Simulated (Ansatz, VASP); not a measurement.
## Two plane-wave programs on Ag2Pd

```
Ag Pd
1.0
     5.66264    0.00000    0.00000
     0.00000    5.66264    0.00000
     0.00000    0.00000    4.50331
Ag Pd
4 2
Direct
  0.32478 0.32478 0.00000
  0.17522 0.82478 0.50000
  0.67522 0.67522 0.00000
  0.82478 0.17522 0.50000
  0.00000 0.00000 0.00000
  0.50000 0.50000 0.50000
```

Alike in both runs: functional PBE; k mesh 8 × 8 × 8; occupations gaussian, width 0.1 eV; no spin polarisation.

Ansatz relaxed the structure, and its values are those at the end. VASP's run is a single point on that final structure, the one shown.

```csv
,VASP,Ansatz
version,VASP 6.6.1,Ansatz 0.2.0
potentials or method,"VASP PAW PBE potentials, release 64 (Ag, Pd), cutoff 520 eV","scalar-relativistic, plane waves, PAW"
valence electrons in the cell,64,112
```

|  | VASP | Ansatz | Ansatz less VASP |
| --- | --- | --- | --- |
| gap on the k mesh at the Fermi level (eV) | none | none | - |
| pressure (GPa) | -0.1 | 0.0 | +0.08 |

A gap of «none» marks a metal or a gap that the smearing closes. The functional is the same, so the differences come from potentials, cutoffs and numerics. VASP's potentials hold 64 valence electrons a cell and Ansatz's 112, so a difference there can come from the potentials and not from the codes.
